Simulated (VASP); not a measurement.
Fe:

```
Fe
1.0
    -1.41354    1.41354    1.41354
     1.41354   -1.41354    1.41354
     1.41354    1.41354   -1.41354
Fe
1
Cartesian
  0.0000 0.0000 0.0000
```

Base run:

```yaml
Program: VASP 6.6.1
Functional: b88 exchange, pbe correlation
Potentials_or_basis: VASP PAW PBE potentials, release 64 (Fe)
Cutoff: 600 eV
k_mesh: 13 × 13 × 13
Occupations: fermi-dirac, width 0.05 eV
Spin: collinear spin, ferromagnetic start
Starting_moments: "[3.0] μB"
```

Its results: pressure -0.5 GPa; net moment 2.12 μB per cell; site moments Fe +2.12 μB.

Task: The run is repeated on the same cell with these changes: functional from b88 exchange, pbe correlation to HSE06; cutoff from 600 eV to 520 eV; k mesh from 13 × 13 × 13 to 8 × 8 × 8. What comes out?

Result: Pressure 17.2 GPa; net moment 2.79 μB per cell; site moments Fe +2.82 μB.

Several settings changed at once.

Caveats: some runs use coarse meshes; the PAW data sets were made with another functional, which shifts forces and pressure a little.
